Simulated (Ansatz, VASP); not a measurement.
**InP: VASP beside Ansatz**

```
In P
1.0
     0.00000    2.93050    2.93050
     2.93050    0.00000    2.93050
     2.93050    2.93050    0.00000
In P
1 1
Direct
  0.00000 0.00000 0.00000
  0.75000 0.75000 0.75000
```

Alike in both runs: task relaxation of cell and atoms; functional PBEsol; k mesh 14 × 14 × 14; occupations fermi-dirac, width 0.08 eV; no spin polarisation.

```csv
,VASP,Ansatz
version,VASP 6.6.1,Ansatz 0.2.0
potentials or method,"VASP PAW PBE potentials, release 64 (In_d, P)","PAW with Ansatz's default frozen-core files, scalar-relativistic"
plane-wave cutoff (eV),600,420
valence electrons in the cell,18,18
```

```csv
,VASP,Ansatz,Ansatz less VASP
relaxed volume (Å³/atom),25.40,25.39,-0.006
relaxed cell length with the largest relative difference (Å),4.157,4.157,-0.0003
```

VASP's potentials were made for PBE, not for PBEsol.
